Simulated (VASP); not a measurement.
# HfO2 in VASP: further runs

Runs on HfO2. Level: LDA. Tasks: electric field gradients.

Everything below comes from runs of VASP 6.6.1. Logs are shortened: lines on timing, memory, paths and dates and some standing lists are left out, and cuts for length are marked.

### Step 1. The cell of the first run

It takes space group R-3m (No. 166, trigonal). The conventional cell has a = 3.581 Å, b = 3.581 Å, c = 9.037 Å, α = 90.00°, β = 90.00°, γ = 120.00°. Hf (site symmetry -3m) has 8 O at 2.20 to 2.26 Å within 2.9 Å. O (site symmetry 3m) has 4 Hf at 2.20 to 2.26 Å and 6 O at 2.56 Å within 2.9 Å.

### Step 2. Electric field gradients, LDA (equal xy, yz and zx shear strains of +2 %)

The input, INCAR:

```
SYSTEM = HfO2
ALGO = Normal ; EDIFF = 1E-8
ENCUT = 520 ; GGA = CA
ISIF = 2 ; ISMEAR = -1
LASPH = .True. ; LCHARG = .False.
LEFG = .True. ; LREAL = .False.
LWAVE = .False. ; NBANDS = 18
NELM = 100 ; PREC = Accurate
SIGMA = 0.01
```

The input, KPOINTS:

```
k-points
0
Gamma
  8 8 8
  0 0 0
```

The input, POSCAR:

```
HfO2
1.0
    0.0511500000      2.5830750000      2.5830750000
    2.5830750000      0.0511500000      2.5830750000
    2.5830750000      2.5830750000      0.0511500000
Hf O
1 2
Direct
    0.0000000000      0.0000000000      0.0000000000
    0.2500000000      0.2500000000      0.2500000000
    0.7500000000      0.7500000000      0.7500000000
```

Potentials or basis: VASP PAW LDA potentials, release 64 (Hf_pv, O).

Command:

```sh
> cat potpaw_LDA.64/Hf_pv/POTCAR potpaw_LDA.64/O/POTCAR > POTCAR
> mpirun -np 1 vasp_std > vasp.out
```

OUTCAR:

```text
SYSTEM = HfO2
   EDIFF = 1E-8
   ENCUT = 520
   GGA = CA
   ISIF = 2
   ISMEAR = -1
   LASPH = .True.
   LREAL = .False.
   NELM = 100
   PREC = Accurate

 ion  position               nearest neighbor table
   1  0.000  0.000  0.000-   3 2.20   3 2.20   3 2.20   2 2.20   2 2.20   2 2.20   3 2.26   2 2.26

   2  0.250  0.250  0.250-   1 2.20   1 2.20   1 2.20   1 2.26
   3  0.750  0.750  0.750-   1 2.20   1 2.20   1 2.20   1 2.26

  LATTYP: Found a trigonal (rhomboedric) cell.
 ALAT       =     3.6533777842
 COS(alpha) =     0.5197000882

  Lattice vectors:

 A1 = (   0.0511500000,   2.5830750000,   2.5830750000)
 A2 = (   2.5830750000,   0.0511500000,   2.5830750000)
 A3 = (   2.5830750000,   2.5830750000,   0.0511500000)

Analysis of symmetry for initial positions (statically):
=====================================================================
 Subroutine PRICEL returns:
 Original cell was already a primitive cell.

 Routine SETGRP: Setting up the symmetry group for a
 trigonal (rhombohedral) supercell.

 Subroutine GETGRP returns: Found 12 space group operations
 (whereof 12 operations were pure point group operations)
 out of a pool of 12 trial point group operations.

The static configuration has the point symmetry D_3d.

Analysis of symmetry for dynamics (positions and initial velocities):
=====================================================================
 Subroutine PRICEL returns:
 Original cell was already a primitive cell.

 Routine SETGRP: Setting up the symmetry group for a
 trigonal (rhombohedral) supercell.

 Subroutine GETGRP returns: Found 12 space group operations
 (whereof 12 operations were pure point group operations)
 out of a pool of 12 trial point group operations.

The dynamic configuration has the point symmetry D_3d.

 Subroutine INISYM returns: Found 12 space group operations
 (whereof 12 operations are pure point group operations),
 and found     1 'primitive' translations

----------------------------------------------------------------------------------------

                                     Primitive cell

  volume of cell :      33.4463

  direct lattice vectors                    reciprocal lattice vectors
     0.051150000  2.583075000  2.583075000    -0.199414264  0.195542143  0.195542143
     2.583075000  0.051150000  2.583075000     0.195542143 -0.199414264  0.195542143
     2.583075000  2.583075000  0.051150000     0.195542143  0.195542143 -0.199414264

  length of vectors
     3.653377784  3.653377784  3.653377784     0.340939156  0.340939156  0.340939156

  position of ions in fractional coordinates (direct lattice)
     0.000000000  0.000000000  0.000000000
     0.250000000  0.250000000  0.250000000
     0.750000000  0.750000000  0.750000000

  ion indices of the primitive-cell ions
   primitive index   ion index
                 1           1
                 2           2
                 3           3

----------------------------------------------------------------------------------------

 KPOINTS: k-points

Automatic generation of k-mesh.
 Grid dimensions read from file:
 generate k-points for:    8    8    8

 Generating k-lattice:

  Cartesian coordinates                     Fractional coordinates (reciprocal lattice)
    -0.024926783  0.024442768  0.024442768     0.125000000 -0.000000000 -0.000000000
     0.024442768 -0.024926783  0.024442768    -0.000000000  0.125000000 -0.000000000
     0.024442768  0.024442768 -0.024926783    -0.000000000 -0.000000000  0.125000000

  Length of vectors
     0.042617394  0.042617394  0.042617394

  Shift w.r.t. Gamma in fractional coordinates (k-lattice)
     0.000000000  0.000000000  0.000000000

 Subroutine IBZKPT returns following result:
 ===========================================

 Found     65 irreducible k-points:

 Following reciprocal coordinates:
            Coordinates               Weight
  0.000000  0.000000  0.000000      1.000000
  0.125000  0.000000 -0.000000      6.000000
  0.250000  0.000000 -0.000000      6.000000
  0.375000  0.000000  0.000000      6.000000
  0.500000  0.000000 -0.000000      3.000000
  0.125000  0.125000  0.000000      6.000000
[... 16 lines left out ...]
  0.250000  0.125000  0.125000      6.000000
  0.375000  0.125000  0.125000      6.000000
 [... further k-points ...]
   k-points           NKPTS =     65   k-points in BZ     NKDIM =     65   number of bands    NBANDS=     18
   number of dos      NEDOS =    301   number of ions     NIONS =      3
   total plane-waves  NPLWV =  21952
   dimension x,y,z NGX =    28 NGY =   28 NGZ =   28
   dimension x,y,z NGXF=    56 NGYF=   56 NGZF=   56
   ions per type =               1   2
   NGX,Y,Z   is equivalent  to a cutoff of  12.74, 12.74, 12.74 a.u.
   NGXF,Y,Z  is equivalent  to a cutoff of  25.48, 25.48, 25.48 a.u.
 SYSTEM =  HfO2
   PREC   = accura    normal or accurate (medium, high low for compatibility)
   ISTART =      0    job   : 0-new  1-cont  2-samecut
   ICHARG =      2    charge: 1-file 2-atom 10-const
   ISPIN  =      1    spin polarized calculation?
   LNONCOLLINEAR =      F non collinear calculations
   LSORBIT =      F    spin-orbit coupling
   LASPH  =      T    aspherical Exc in radial PAW
   ENCUT  =  520.0 eV  38.22 Ry    6.18 a.u.   6.79  6.79  6.79*2*pi/ulx,y,z
   NELM   =    100;   NELMIN=  2; NELMDL= -5     # of ELM steps
   EDIFF  = 0.1E-07   stopping-criterion for ELM
   LREAL  =      F    real-space projection
   EDIFFG = 0.1E-06   stopping-criterion for IOM
   NSW    =      0    number of steps for IOM
   IBRION =     -1    ionic relax: 0-MD 1-quasi-New 2-CG
   NFREE  =      0    steps in history (QN), initial steepest desc. (CG)
   ISIF   =      2    stress and relaxation
   ISYM   =      2    0-nonsym 1-usesym 2-fastsym
   POTIM  = 0.5000    time-step for ionic-motion
   TEBEG  =    0.0;   TEEND  =   0.0 temperature during run
   PSTRESS=    0.0 pullay stress
   NELECT =      22.0000    total number of electrons
   NUPDOWN=      -1.0000    fix difference up-down
   EMIN   =  10.00;   EMAX   =-10.00  energy-range for DOS
   EFERMI =   0.00;   METHOD = LEGACY
   ISMEAR =    -1;   SIGMA  =   0.01  broadening in eV -4-tet -1-fermi 0-gaus
   EFERMI_NEDOS =   21; number of points for ismear=-14 and -15
   IALGO  =     38    algorithm
   IMIX   =      4    mixing-type and parameters
     AMIX     =   0.40;   BMIX     =  1.00
     AMIX_MAG =   1.60;   BMIX_MAG =  1.00
  volume/ion in A,a.u.               =      11.15        75.24
  Fermi-wavevector in a.u.,A,eV,Ry     =   1.423748  2.690494 27.579817  2.027059
  Thomas-Fermi vector in A             =   2.544313
   LORBIT       =      0    0 simple, 1 ext, 2 COOP (PROOUT), +10 PAW based schemes
   GGA     = CA    functional components
   LHFCALC =     F    Hartree Fock is set to
   AEXX    =    0.0000 exact exchange contribution
   IVDW    =     0    specifies the selected vdW correction
   LEPSILON=     F    determine dielectric tensor
   LRPA    =     F    only Hartree local field effects (RPA)
 non-spin polarized calculation
  energy-cutoff  :      520.00
  volume of cell :       33.45
 maximum number of plane-waves:       917
   NGX = 13   NGY = 13   NGZ = 13

 number of electron      21.9999992 magnetization

 Free energy of the ion-electron system (eV)
  ---------------------------------------------------
  ext. energy  EPLUGINS =         0.00000000
  ---------------------------------------------------
  free energy    TOTEN  =       -32.90345972 eV

  energy without entropy =      -32.90345972  energy(sigma->0) =      -32.90345972

 E-fermi :   4.0721     XC(G=0): -12.1759

 val. band max:        3.8196584810   @ k =   0.5000   0.5000   0.0000
 cond. band min:       7.3537340462   @ k =   0.5000   0.5000   0.0000
 fundamental gap:      3.5340755652
 Fermi energy:         4.0721053933

 k-point     1 :       0.0000    0.0000    0.0000
  band No.  band energies     occupation
      1     -25.7954      2.00000
      2     -25.7780      2.00000
      3     -25.7780      2.00000
      4     -14.4875      2.00000
      5     -11.4578      2.00000
      6      -1.4639      2.00000
[... 10 lines left out ...]
     17      13.9748      0.00000
     18      16.2746      0.00000

 k-point     2 :       0.1250    0.0000   -0.0000
  band No.  band energies     occupation
      1     -25.8434      2.00000
      2     -25.7999      2.00000
      3     -25.7859      2.00000
      4     -14.2792      2.00000
      5     -11.6319      2.00000
      6      -1.3068      2.00000
[... 10 lines left out ...]
     17      13.7267      0.00000
     18      16.2694      0.00000

 k-point     3 :       0.2500    0.0000   -0.0000
  band No.  band energies     occupation
      1     -25.9912      2.00000
      2     -25.8151      2.00000
      3     -25.8049      2.00000
      4     -13.7837      2.00000
      5     -11.9829      2.00000
      6      -0.9323      2.00000
[... 10 lines left out ...]
     17      13.2720      0.00000
     18      16.0269      0.00000

 k-point     4 :       0.3750    0.0000    0.0000
  band No.  band energies     occupation
      1     -26.1322      2.00000
      2     -25.8299      2.00000
      3     -25.8239      2.00000
      4     -13.3571      2.00000
      5     -12.1838      2.00000
      6      -0.5610      2.00000
[... 375 lines left out ...]
      4     -14.3018      2.00000
      5     -11.6123      2.00000
      6      -1.2703      2.00000
[... 10 lines left out ...]
     17      13.7241      0.00000
     18      16.2663      0.00000

 k-point    23 :       0.2500    0.1250    0.1250
  band No.  band energies     occupation
      1     -25.9130      2.00000
      2     -25.8246      2.00000
      3     -25.7897      2.00000
      4     -14.0020      2.00000
      5     -11.8372      2.00000
      6      -1.2024      2.00000
[... 10 lines left out ...]
     17      13.6257      0.00000
     18      16.2555      0.00000

 k-point    24 :       0.3750    0.1250    0.1250
  band No.  band energies     occupation
      1     -26.0318      2.00000
      2     -25.8661      2.00000
      3     -25.8087      2.00000
      4     -13.5046      2.00000
      5     -12.1400      2.00000
      6      -1.0108      2.00000
[... 10 lines left out ...]
     17      13.3194      0.00000
     18      16.0873      0.00000

 [... further k-points ...]
[... 5 lines left out ...]
  --------------------------------------------------------------------------------------
  -------------------------------------------------------------------------------------
  Total       -3.9679326     -3.9679326     -3.9679326     -0.2652617     -0.2652617     -0.2652617
  in kB     -190.0760435   -190.0760435   -190.0760435    -12.7068407    -12.7068407    -12.7068407
  external PRESSURE =    -190.0760435 kB  Pullay stress =       0.0000000 kB

 VOLUME and BASIS-vectors are now :
 -----------------------------------------------------------------------------
  energy-cutoff  :      520.00
  volume of cell :       33.45
      direct lattice vectors                 reciprocal lattice vectors
     0.051150000  2.583075000  2.583075000    -0.199414264  0.195542143  0.195542143
     2.583075000  0.051150000  2.583075000     0.195542143 -0.199414264  0.195542143
     2.583075000  2.583075000  0.051150000     0.195542143  0.195542143 -0.199414264

 POSITION                                       TOTAL-FORCE (eV/Angst)
 -----------------------------------------------------------------------------------
      0.00000      0.00000      0.00000        -0.000000      0.000000     -0.000000
      1.30432      1.30432      1.30432        -0.075148     -0.075148     -0.075148
      3.91298      3.91298      3.91297         0.075148      0.075148      0.075148
 -----------------------------------------------------------------------------------
    total drift:                                0.000000      0.000000      0.000000

  FREE ENERGIE OF THE ION-ELECTRON SYSTEM (eV)
  ---------------------------------------------------
  free  energy   TOTEN  =       -32.9034597210 eV

  energy  without entropy=      -32.9034597210  energy(sigma->0) =      -32.90345972

 Electric field gradients (V/A^2)
---------------------------------------------------------------------
 ion       V_xx      V_yy      V_zz      V_xy      V_xz      V_yz
---------------------------------------------------------------------
   1       0.000    -0.000    -0.000    33.301    33.301    33.301
   2      -0.000     0.000    -0.000     1.237     1.237     1.237
   3      -0.000     0.000    -0.000     1.237     1.237     1.237
---------------------------------------------------------------------

 Electric field gradients after diagonalization (V/A^2)
 (convention: |V_zz| > |V_xx| > |V_yy|)
----------------------------------------------------------------------
 ion       V_xx      V_yy      V_zz     asymmetry (V_yy - V_xx)/ V_zz
----------------------------------------------------------------------
   1     -33.301   -33.301    66.601       0.000
   2      -1.237    -1.237     2.474       0.000
   3      -1.237    -1.237     2.474       0.000
----------------------------------------------------------------------

           NMR quadrupolar parameters

 Cq : quadrupolar parameter    Cq=e*Q*V_zz/h
 eta: asymmetry parameters     (V_yy - V_xx)/ V_zz
 Q  : nuclear electric quadrupole moment in mb (millibarn)
----------------------------------------------------------------------
 ion       Cq(MHz)       eta       Q (mb)
----------------------------------------------------------------------
   1       0.161       0.000       1.000
   2       0.006       0.000       1.000
   3       0.006       0.000       1.000
----------------------------------------------------------------------
```

It took 33 s on 1 thread of Intel Xeon 6975P-C, shared host; peak memory 0.17 GiB.

What came out:

* Free energy: -32.9035 eV
* Pressure: -19.0 GPa
* Largest force: 0.130 eV/Å
* Band gap on the k mesh: 3.53 eV, direct

Forces in eV/Å, atoms in the order of the input:
```
Hf   0.000  0.000  0.000
O   -0.075 -0.075 -0.075
O    0.075  0.075  0.075
```

Levels at points of the mesh, in eV from the valence-band top:
```csv
k point,band 7,band 8,band 9,band 10,band 11,band 12,band 13,band 14,band 15,band 16
"(0.00, 0.00, 0.00)",-5.22,-5.22,-0.61,-0.61,-0.57,3.63,3.63,5.48,9.83,10.16
"(0.50, 0.00, 0.00)",-4.21,-3.07,-2.68,-1.86,-1.78,4.28,4.45,6.78,8.72,8.81
"(0.50, 0.50, 0.00)",-3.49,-3.34,-1.64,-1.38,0.00,3.53,5.20,6.30,7.72,8.06
"(0.50, 0.50, 0.50)",-4.28,-2.92,-2.75,-1.77,-1.77,4.28,4.28,6.40,8.74,9.19
```

Electric field gradients, principal values (V/Å²):
```tsv
atom	least	middle	greatest (by size)
1 Hf	-33.301	-33.301	66.601
2 O	-1.237	-1.237	2.474
3 O	-1.237	-1.237	2.474
```

Caveat: the cell differs from its parent crystal (equal xy, yz and zx shear strains of +2 %); without QUAD_EFG the Cq values of the log hold for a quadrupole moment of 1 mb, not for the nuclei; spin-orbit coupling is left out, which moves the levels of the heavy elements. A k mesh can miss the band edges.

[end of part 1 of 2]
